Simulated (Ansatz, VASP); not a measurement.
## One calculation of C, two programs

```
C
1.0
     0.00000    1.78337    1.78337
     1.78337    0.00000    1.78337
     1.78337    1.78337    0.00000
C
2
Direct
  0.75000 0.75000 0.75000
  0.50000 0.50000 0.50000
```

Alike in both runs: task relaxation of cell and atoms; functional PBEsol; k mesh 13 × 13 × 13; occupations fermi-dirac, width 0.05 eV; no spin polarisation.

|  | VASP | Ansatz |
| --- | --- | --- |
| version | VASP 6.6.1 | Ansatz 0.2.0 |
| potentials or method | VASP PAW PBE potentials, release 64 (C) | Ansatz PAW |
| plane-wave cutoff (eV) | 600 | 420 |
| valence electrons in the cell | 8 | 8 |

Ansatz gave:

```
gap on the k mesh at the Fermi level, each at its own relaxed structure (eV) : 4.04
relaxed volume (Å³/atom)                                                     : 5.61
relaxed cell length with the largest relative difference (Å)                 : 2.513
```

Q: Which values does VASP return?

A: gap on the k mesh at the Fermi level, each at its own relaxed structure (eV): 4.03; relaxed volume (Å³/atom): 5.62; relaxed cell length with the largest relative difference (Å): 2.514.

VASP's potentials were made for PBE, not for PBEsol.

Noted on Ansatz's run: Pulay correction over one GPa; odd divisions of the mesh miss points on the zone boundary, where band edges often lie, so the gap on the mesh can be too wide; the plane-wave basis is chosen anew once the cell has moved, so the energies of steps on either side of that aren't comparable.
